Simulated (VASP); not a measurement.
# Hf3B4 (R-3m) in VASP: single point with PBE

Aim: the single point of Hf3B4 with PBE.

Program: VASP 6.6.1. These are calculated values, not measurements. Logs are shortened: lines on timing, memory, paths and dates and some standing lists are left out, and cuts for length are marked.

## 1. The cell of the first run

It takes space group R-3m (No. 166, trigonal). Conventional cell: a = 3.154 Å, b = 3.154 Å, c = 28.896 Å, α = 90.00°, β = 90.00°, γ = 120.00°. Hf (site symmetry -3m) has 12 B at 2.52 to 2.53 Å and 6 Hf at 3.15 Å within 3.3 Å. Hf (site symmetry 3m) has 6 B at 2.50 to 2.51 Å and 9 Hf at 3.15 to 3.25 Å within 3.3 Å. B (site symmetry 3m) has 3 B at 1.82 Å within 2.4 Å. B (site symmetry 3m) has 3 B at 1.82 Å within 2.4 Å.

## 2. Single point, PBE

INCAR

```
PREC = Accurate
ENCUT = 520
EDIFF = 1E-6
ISMEAR = 0
SIGMA = 0.1
LREAL = False
LASPH = True
NELM = 60
ALGO = Normal
ISIF = 2
LWAVE = False
LCHARG = False
GGA = PE
NBANDS = 30
```

KPOINTS

```
Automatic mesh
0
Gamma
  12 12 12
```

POSCAR

```
Hf3B4
1.0
    1.5770886743      0.9105325707      9.6320459703
   -1.5770886743      0.9105325707      9.6320459703
    0.0000000000     -1.8210651413      9.6320459703
Hf B
3 4
Direct
    0.0000000000      0.0000000000      0.0000000000
    0.1200264340      0.1200264340      0.1200264340
    0.8799735660      0.8799735660      0.8799735660
    0.3941467123      0.3941467123      0.3941467123
    0.7270293648      0.7270293648      0.7270293648
    0.6058532877      0.6058532877      0.6058532877
    0.2729706352      0.2729706352      0.2729706352
```

Potentials or basis: VASP PAW PBE potentials, release 64 (Hf_pv, B).

Started as:

```bash
$ cat potpaw_PBE.64/Hf_pv/POTCAR potpaw_PBE.64/B/POTCAR > POTCAR
$ mpirun -np 1 vasp_std > vasp.out
```

OUTCAR:

```text
PREC = Accurate
   ENCUT = 520
   EDIFF = 1E-6
   ISMEAR = 0
   LREAL = False
   LASPH = True
   NELM = 60
   ISIF = 2
   GGA = PE

 ion  position               nearest neighbor table
   1  0.000  0.000  0.000-   5 2.52   5 2.52   7 2.52   7 2.52   5 2.52   7 2.52   4 2.53   6 2.53
                             4 2.53   6 2.53   4 2.53   6 2.53   2 3.47   3 3.47
   2  0.120  0.120  0.120-   4 2.50   4 2.50   4 2.50   5 2.51   5 2.51   5 2.51   3 3.25   3 3.25
                             3 3.25   1 3.47
   3  0.880  0.880  0.880-   6 2.50   6 2.50   6 2.50   7 2.51   7 2.51   7 2.51   2 3.25   2 3.25
                             2 3.25   1 3.47
   4  0.394  0.394  0.394-   5 1.82   5 1.82   5 1.82   2 2.50   2 2.50   2 2.50   1 2.53   1 2.53
                             1 2.53
   5  0.727  0.727  0.727-   4 1.82   4 1.82   4 1.82   2 2.51   2 2.51   2 2.51   1 2.52   1 2.52
                             1 2.52
   6  0.606  0.606  0.606-   7 1.82   7 1.82   7 1.82   3 2.50   3 2.50   3 2.50   1 2.53   1 2.53
                             1 2.53
   7  0.273  0.273  0.273-   6 1.82   6 1.82   6 1.82   3 2.51   3 2.51   3 2.51   1 2.52   1 2.52
                             1 2.52

  LATTYP: Found a trigonal (rhomboedric) cell.
 ALAT       =     9.8026826850
 COS(alpha) =     0.9482330793

  Lattice vectors:

 A1 = (   1.5770886743,   0.9105325707,   9.6320459703)
 A2 = (  -1.5770886743,   0.9105325707,   9.6320459703)
 A3 = (   0.0000000000,  -1.8210651413,   9.6320459703)

Analysis of symmetry for initial positions (statically):
=====================================================================
 Subroutine PRICEL returns:
 Original cell was already a primitive cell.

 Routine SETGRP: Setting up the symmetry group for a
 trigonal (rhombohedral) supercell.

 Subroutine GETGRP returns: Found 12 space group operations
 (whereof 12 operations were pure point group operations)
 out of a pool of 12 trial point group operations.

The static configuration has the point symmetry D_3d.

Analysis of symmetry for dynamics (positions and initial velocities):
=====================================================================
 Subroutine PRICEL returns:
 Original cell was already a primitive cell.

 Routine SETGRP: Setting up the symmetry group for a
 trigonal (rhombohedral) supercell.

 Subroutine GETGRP returns: Found 12 space group operations
 (whereof 12 operations were pure point group operations)
 out of a pool of 12 trial point group operations.

The dynamic configuration has the point symmetry D_3d.

 Subroutine INISYM returns: Found 12 space group operations
 (whereof 12 operations are pure point group operations),
[... 113 lines left out ...]
   ISYM   =      2    0-nonsym 1-usesym 2-fastsym
   POTIM  = 0.5000    time-step for ionic-motion
   TEBEG  =    0.0;   TEEND  =   0.0 temperature during run
   PSTRESS=    0.0 pullay stress
   NELECT =      42.0000    total number of electrons
   NUPDOWN=      -1.0000    fix difference up-down
   EMIN   =  10.00;   EMAX   =-10.00  energy-range for DOS
   EFERMI =   0.00;   METHOD = LEGACY
   ISMEAR =     0;   SIGMA  =   0.10  broadening in eV -4-tet -1-fermi 0-gaus
   EFERMI_NEDOS =   21; number of points for ismear=-14 and -15
   IALGO  =     38    algorithm
   IMIX   =      4    mixing-type and parameters
     AMIX     =   0.40;   BMIX     =  1.00
     AMIX_MAG =   1.60;   BMIX_MAG =  1.00
  volume/ion in A,a.u.               =      11.86        80.01
  Fermi-wavevector in a.u.,A,eV,Ry     =   1.304620  2.465375 23.157580  1.702034
  Thomas-Fermi vector in A             =   2.435544
   LORBIT       =      0    0 simple, 1 ext, 2 COOP (PROOUT), +10 PAW based schemes
   GGA     = PE    functional components
   LHFCALC =     F    Hartree Fock is set to
   AEXX    =    0.0000 exact exchange contribution
   IVDW    =     0    specifies the selected vdW correction
   LEPSILON=     F    determine dielectric tensor
   LRPA    =     F    only Hartree local field effects (RPA)
 non-spin polarized calculation
 Gauss-broadening in eV      SIGMA  =   0.10
  energy-cutoff  :      520.00
  volume of cell :       82.99
 maximum number of plane-waves:      2258
 NGX is ok and might be reduce to    80
   NGX = 37   NGY = 37   NGZ = 37

 number of electron      42.0000000 magnetization

 Free energy of the ion-electron system (eV)
  ---------------------------------------------------
  ext. energy  EPLUGINS =         0.00000000
  ---------------------------------------------------
  free energy    TOTEN  =       -62.61718641 eV

  energy without entropy =      -62.60672354  energy(sigma->0) =      -62.61195498

 E-fermi :   6.4700     XC(G=0): -12.1643

 val. band max:        6.4676474355   @ k =   0.3333   0.1667   0.1667
 cond. band min:       6.4714603835   @ k =   0.3333   0.2500   0.1667
 fundamental gap:      0.0038129481
 Fermi energy:         6.4700204785

 k-point     1 :       0.0000    0.0000    0.0000
  band No.  band energies     occupation
      1     -24.1489      2.00000
      2     -24.0470      2.00000
      3     -23.7863      2.00000
      4     -23.4663      2.00000
      5     -23.4663      2.00000
      6     -23.4315      2.00000
[... 781 lines left out ...]
     29      12.0692      0.00000
     30      12.8024      0.00000

 [... further k-points ...]

------------------------ aborting loop because EDIFF is reached ----------------------------------------

  FORCE on cell =-STRESS in cart. coord.  units (eV):
  Direction    XX          YY          ZZ          XY          YZ          ZX
  --------------------------------------------------------------------------------------
  -------------------------------------------------------------------------------------
  Total       -0.2663959     -0.2663959     -0.1478152      0.0000000     -0.0000000      0.0000000
  in kB       -5.1430022     -5.1430022     -2.8536998      0.0000000     -0.0000000      0.0000000
  external PRESSURE =      -4.3799014 kB  Pullay stress =       0.0000000 kB

 VOLUME and BASIS-vectors are now :
 -----------------------------------------------------------------------------
  energy-cutoff  :      520.00
  volume of cell :       82.99
      direct lattice vectors                 reciprocal lattice vectors
     1.577088674  0.910532571  9.632045970     0.317039877  0.183043059  0.034606701
    -1.577088674  0.910532571  9.632045970    -0.317039877  0.183043059  0.034606701
     0.000000000 -1.821065141  9.632045970     0.000000000 -0.366086117  0.034606701

 POSITION                                       TOTAL-FORCE (eV/Angst)
 -----------------------------------------------------------------------------------
      0.00000      0.00000      0.00000         0.000000      0.000000     -0.000000
      0.00000      0.00000      3.46830         0.000000     -0.000000     -0.025301
      0.00000      0.00000     25.42784         0.000000      0.000000      0.025301
      0.00000      0.00000     11.38932         0.000000      0.000000      0.006399
      0.00000      0.00000     21.00834         0.000000      0.000000      0.008320
      0.00000      0.00000     17.50682         0.000000     -0.000000     -0.006399
      0.00000      0.00000      7.88780         0.000000     -0.000000     -0.008320
 -----------------------------------------------------------------------------------
    total drift:                               -0.000000      0.000000      0.000000

  FREE ENERGIE OF THE ION-ELECTRON SYSTEM (eV)
  ---------------------------------------------------
  free  energy   TOTEN  =       -62.6171864100 eV

  energy  without entropy=      -62.6067235437  energy(sigma->0) =      -62.61195498
```

stdout:

```text
POSCAR found type information on POSCAR HfB
 POSCAR found :  2 types and       7 ions
 scaLAPACK will be used
 LDA part: xc-table for (Slater+PW92), standard interpolation
 POSCAR, INCAR and KPOINTS ok, starting setup
 FFT: planning ... GRIDC
 FFT: planning ... GRID_SOFT
 FFT: planning ... GRID
 WAVECAR not read
 entering main loop
```

Wall time 52 min (1 thread of Intel Xeon 6975P-C (Granite Rapids), shared host); peak memory 1.2 GiB.

Results:

| Quantity | Value |
| --- | --- |
| Free energy | -62.6172 eV |
| Pressure | -0.4 GPa |
| Largest force | 0.025 eV/Å |
| Band gap on the k mesh | zero (bands 21 and 22 overlap by 1.66 eV) |

Forces in eV/Å, atoms in the order of the input:
```
Hf   0.000  0.000  0.000
Hf   0.000  0.000 -0.025
Hf   0.000  0.000  0.025
B    0.000  0.000  0.006
B    0.000  0.000  0.008
B    0.000  0.000 -0.006
B    0.000  0.000 -0.008
```

Stress tensor (GPa, compression positive):
```
-0.51  0.00  0.00
 0.00 -0.51  0.00
 0.00  0.00 -0.29
```

Caveat: spin-orbit coupling is left out, which moves the levels of the heavy elements.
